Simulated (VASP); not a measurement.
# Tl (Fd-3m) in VASP: further runs

Runs on Tl. Level: PBE. Tasks: single point.

Everything below comes from runs of VASP 6.6.1. Logs are shortened: lines on timing, memory, paths and dates and some standing lists are left out, and cuts for length are marked.

## Step 1: The cell of the first run

It takes space group Fd-3m (No. 227, cubic). The conventional cell has a = 6.036 Å, b = 6.036 Å, c = 6.036 Å, α = 90.00°, β = 90.00°, γ = 90.00°. Within 3.4 Å of Tl (site symmetry -43m) lie 4 Tl at 2.61 Å.

This isn't the form of Tl at room conditions, which is hcp.

## Step 2: Single point, PBE

INCAR reads:

```
SYSTEM = Tl
  ALGO = Normal
  EDIFF = 1E-7
  ENCUT = 520
  GGA = PE
  ISIF = 2
  ISMEAR = -1
  LASPH = .True.
  LCHARG = .True.
  LELF = .True.
  LREAL = .False.
  LVHAR = .True.
  LWAVE = .False.
  NBANDS = 20
  NELM = 60
  PREC = Accurate
  SIGMA = 0.05
```

KPOINTS reads:

```
k-points
0
Gamma
  11 11 11
  0 0 0
```

POSCAR reads:

```
Tl
1.0
    0.0000000000      3.0180846535      3.0180846535
    3.0180846535      0.0000000000      3.0180846535
    3.0180846535      3.0180846535      0.0000000000
Tl
2
Direct
   -0.1250000000     -0.1250000000     -0.1250000000
    0.1250000000      0.1250000000      0.1250000000
```

Potentials or basis: VASP PAW PBE potentials, release 64 (Tl_d).

On the command line:

```bash
$ cat potpaw_PBE.64/Tl_d/POTCAR > POTCAR
$ mpirun -np 1 vasp_std > vasp.out
```

OUTCAR:

```text
SYSTEM = Tl
   EDIFF = 1E-7
   ENCUT = 520
   GGA = PE
   ISIF = 2
   ISMEAR = -1
   LASPH = .True.
   LREAL = .False.
   NELM = 60
   PREC = Accurate

 ion  position               nearest neighbor table
   1  0.875  0.875  0.875-   2 2.61   2 2.61   2 2.61   2 2.61
   2  0.125  0.125  0.125-   1 2.61   1 2.61   1 2.61   1 2.61

  LATTYP: Found a face centered cubic cell.
 ALAT       =     6.0361693070

  Lattice vectors:

 A1 = (   0.0000000000,   3.0180846535,   3.0180846535)
 A2 = (   3.0180846535,   0.0000000000,   3.0180846535)
 A3 = (   3.0180846535,   3.0180846535,   0.0000000000)

Analysis of symmetry for initial positions (statically):
=====================================================================
 Subroutine PRICEL returns:
 Original cell was already a primitive cell.

 Routine SETGRP: Setting up the symmetry group for a
 face centered cubic supercell.

 Subroutine GETGRP returns: Found 48 space group operations
 (whereof 12 operations were pure point group operations)
 out of a pool of 48 trial point group operations.

The static configuration has the point symmetry D_3d.
 The point group associated with its full space group is O_h .

Analysis of symmetry for dynamics (positions and initial velocities):
=====================================================================
 Subroutine PRICEL returns:
 Original cell was already a primitive cell.

 Routine SETGRP: Setting up the symmetry group for a
 face centered cubic supercell.

 Subroutine GETGRP returns: Found 48 space group operations
 (whereof 12 operations were pure point group operations)
 out of a pool of 48 trial point group operations.

The dynamic configuration has the point symmetry D_3d.
 The point group associated with its full space group is O_h .

 Subroutine INISYM returns: Found 48 space group operations
 (whereof 12 operations are pure point group operations),
 and found     1 'primitive' translations

----------------------------------------------------------------------------------------

                                     Primitive cell

  volume of cell :      54.9825

  direct lattice vectors                    reciprocal lattice vectors
     0.000000000  3.018084653  3.018084653    -0.165667984  0.165667984  0.165667984
     3.018084653  0.000000000  3.018084653     0.165667984 -0.165667984  0.165667984
     3.018084653  3.018084653  0.000000000     0.165667984  0.165667984 -0.165667984

  length of vectors
     4.268216249  4.268216249  4.268216249     0.286945365  0.286945365  0.286945365
[... 78 lines left out ...]
   LASPH  =      T    aspherical Exc in radial PAW
   ENCUT  =  520.0 eV  38.22 Ry    6.18 a.u.   7.94  7.94  7.94*2*pi/ulx,y,z
   NELM   =     60;   NELMIN=  2; NELMDL= -5     # of ELM steps
   EDIFF  = 0.1E-06   stopping-criterion for ELM
   LREAL  =      F    real-space projection
   EDIFFG = 0.1E-05   stopping-criterion for IOM
   NSW    =      0    number of steps for IOM
   IBRION =     -1    ionic relax: 0-MD 1-quasi-New 2-CG
   NFREE  =      0    steps in history (QN), initial steepest desc. (CG)
   ISIF   =      2    stress and relaxation
   ISYM   =      2    0-nonsym 1-usesym 2-fastsym
   POTIM  = 0.5000    time-step for ionic-motion
   TEBEG  =    0.0;   TEEND  =   0.0 temperature during run
   PSTRESS=    0.0 pullay stress
   NELECT =      26.0000    total number of electrons
   NUPDOWN=      -1.0000    fix difference up-down
   EMIN   =  10.00;   EMAX   =-10.00  energy-range for DOS
   EFERMI =   0.00;   METHOD = LEGACY
   ISMEAR =    -1;   SIGMA  =   0.05  broadening in eV -4-tet -1-fermi 0-gaus
   EFERMI_NEDOS =   21; number of points for ismear=-14 and -15
   IALGO  =     38    algorithm
   IMIX   =      4    mixing-type and parameters
     AMIX     =   0.40;   BMIX     =  1.00
     AMIX_MAG =   1.60;   BMIX_MAG =  1.00
  volume/ion in A,a.u.               =      27.49       185.52
  Fermi-wavevector in a.u.,A,eV,Ry     =   1.275434  2.410220 22.133018  1.626731
  Thomas-Fermi vector in A             =   2.408146
   LORBIT       =      0    0 simple, 1 ext, 2 COOP (PROOUT), +10 PAW based schemes
   GGA     = PE    functional components
   LHFCALC =     F    Hartree Fock is set to
   AEXX    =    0.0000 exact exchange contribution
   IVDW    =     0    specifies the selected vdW correction
   LEPSILON=     F    determine dielectric tensor
   LRPA    =     F    only Hartree local field effects (RPA)
 non-spin polarized calculation
  energy-cutoff  :      520.00
  volume of cell :       54.98
 maximum number of plane-waves:      1496
   NGX = 15   NGY = 15   NGZ = 15

 number of electron      26.0000008 magnetization

 Free energy of the ion-electron system (eV)
  ---------------------------------------------------
  ext. energy  EPLUGINS =         0.00000000
  ---------------------------------------------------
  free energy    TOTEN  =        -2.02303242 eV

  energy without entropy =       -2.01328746  energy(sigma->0) =       -2.01815994

 E-fermi :   6.8479     XC(G=0): -10.0965

 val. band max:        6.8366379574   @ k =   0.4545   0.2727   0.0000
 cond. band min:       6.8687460709   @ k =   0.3636   0.1818   0.0909
 fundamental gap:      0.0321081134
 Fermi energy:         6.8478706347

 k-point     1 :       0.0000    0.0000    0.0000
  band No.  band energies     occupation
      1      -6.1498      2.00000
      2      -6.1498      2.00000
      3      -6.1498      2.00000
      4      -6.0137      2.00000
      5      -6.0137      2.00000
      6      -4.6194      2.00000
[... 541 lines left out ...]
     19      15.8732      0.00000
     20      17.0406      0.00000

 [... further k-points ...]

------------------------ aborting loop because EDIFF is reached ----------------------------------------

  FORCE on cell =-STRESS in cart. coord.  units (eV):
  Direction    XX          YY          ZZ          XY          YZ          ZX
  --------------------------------------------------------------------------------------
  -------------------------------------------------------------------------------------
  Total        8.9123043      8.9123043      8.9123043      0.0000000     -0.0000000      0.0000000
  in kB      259.7026268    259.7026268    259.7026268      0.0000000     -0.0000000      0.0000000
  external PRESSURE =     259.7026268 kB  Pullay stress =       0.0000000 kB

 VOLUME and BASIS-vectors are now :
 -----------------------------------------------------------------------------
  energy-cutoff  :      520.00
  volume of cell :       54.98
      direct lattice vectors                 reciprocal lattice vectors
     0.000000000  3.018084653  3.018084653    -0.165667984  0.165667984  0.165667984
     3.018084653  0.000000000  3.018084653     0.165667984 -0.165667984  0.165667984
     3.018084653  3.018084653  0.000000000     0.165667984  0.165667984 -0.165667984

 POSITION                                       TOTAL-FORCE (eV/Angst)
 -----------------------------------------------------------------------------------
      5.28165      5.28165      5.28165         0.000000      0.000000      0.000000
      0.75452      0.75452      0.75452        -0.000000     -0.000000     -0.000000
 -----------------------------------------------------------------------------------
    total drift:                                0.000000      0.000000     -0.000000

  FREE ENERGIE OF THE ION-ELECTRON SYSTEM (eV)
  ---------------------------------------------------
  free  energy   TOTEN  =        -2.0230324210 eV

  energy  without entropy=       -2.0132874596  energy(sigma->0) =       -2.01815994
```

stdout:

```text
POSCAR found type information on POSCAR Tl
 POSCAR found :  1 types and       2 ions
 scaLAPACK will be used
 LDA part: xc-table for (Slater+PW92), standard interpolation
 POSCAR, INCAR and KPOINTS ok, starting setup
 FFT: planning ... GRIDC
 FFT: planning ... GRID_SOFT
 FFT: planning ... GRID
 WAVECAR not read
 entering main loop
```

Run time: 19 s. Hardware: 1 thread of Intel Xeon 6975P-C (Granite Rapids), shared host; peak memory 0.2 GiB.

What came out:

- Free energy: -2.0230 eV
- Pressure: 26.0 GPa
- Band gap on the k mesh: zero (bands 13 and 14 overlap by 5.25 eV)

Caveat: the cell stands under pressure; spin-orbit coupling is left out, which moves the levels of the heavy elements.

## Step 3: Single point, PBE

INCAR reads:

```
PREC = Accurate
ENCUT = 520
EDIFF = 1E-6
ISMEAR = -1
SIGMA = 0.05
LREAL = False
LASPH = True
NELM = 100
ALGO = Normal
ISIF = 2
LWAVE = False
LCHARG = False
GGA = PE
NBANDS = 20
```

KPOINTS reads:

```
regular mesh
0
Gamma
  11 11 11
```

POSCAR is that of step 2.

Potentials or basis: VASP PAW PBE potentials, release 64 (Tl_d).

On the command line:

```bash
$ cat potpaw_PBE.64/Tl_d/POTCAR > POTCAR
$ mpirun -np 1 vasp_std > vasp.out
```

OUTCAR:

```text
PREC = Accurate
   ENCUT = 520
   EDIFF = 1E-6
   ISMEAR = -1
   LREAL = False
   LASPH = True
   NELM = 100
   ISIF = 2
   GGA = PE

 ion  position               nearest neighbor table
   1  0.875  0.875  0.875-   2 2.61   2 2.61   2 2.61   2 2.61
   2  0.125  0.125  0.125-   1 2.61   1 2.61   1 2.61   1 2.61

  LATTYP: Found a face centered cubic cell.
 ALAT       =     6.0361693070

  Lattice vectors:

 A1 = (   0.0000000000,   3.0180846535,   3.0180846535)
[... 738 lines left out ...]

------------------------ aborting loop because EDIFF is reached ----------------------------------------

  FORCE on cell =-STRESS in cart. coord.  units (eV):
  Direction    XX          YY          ZZ          XY          YZ          ZX
  --------------------------------------------------------------------------------------
  -------------------------------------------------------------------------------------
  Total        8.9019732      8.9019732      8.9019732     -0.0000000      0.0000000     -0.0000000
  in kB      259.4015803    259.4015803    259.4015803     -0.0000000      0.0000000     -0.0000000
  external PRESSURE =     259.4015803 kB  Pullay stress =       0.0000000 kB

 VOLUME and BASIS-vectors are now :
 -----------------------------------------------------------------------------
  energy-cutoff  :      520.00
  volume of cell :       54.98
      direct lattice vectors                 reciprocal lattice vectors
     0.000000000  3.018084653  3.018084653    -0.165667984  0.165667984  0.165667984
     3.018084653  0.000000000  3.018084653     0.165667984 -0.165667984  0.165667984
     3.018084653  3.018084653  0.000000000     0.165667984  0.165667984 -0.165667984

 POSITION                                       TOTAL-FORCE (eV/Angst)
 -----------------------------------------------------------------------------------
      5.28165      5.28165      5.28165        -0.000000      0.000000      0.000000
      0.75452      0.75452      0.75452         0.000000     -0.000000     -0.000000
 -----------------------------------------------------------------------------------
    total drift:                                0.000000      0.000000     -0.000000

  FREE ENERGIE OF THE ION-ELECTRON SYSTEM (eV)
  ---------------------------------------------------
  free  energy   TOTEN  =        -2.0230326871 eV

  energy  without entropy=       -2.0132874746  energy(sigma->0) =       -2.01816008
```

It took 16 s on 1 thread of Intel Xeon 6975P-C (Granite Rapids), shared host; peak memory 0.19 GiB.

What came out:

* Free energy: -2.0230 eV
* Pressure: 25.9 GPa
* Band gap on the k mesh: zero (bands 13 and 14 overlap by 5.25 eV)

Caveat: the cell stands under pressure; spin-orbit coupling is left out, which moves the levels of the heavy elements.
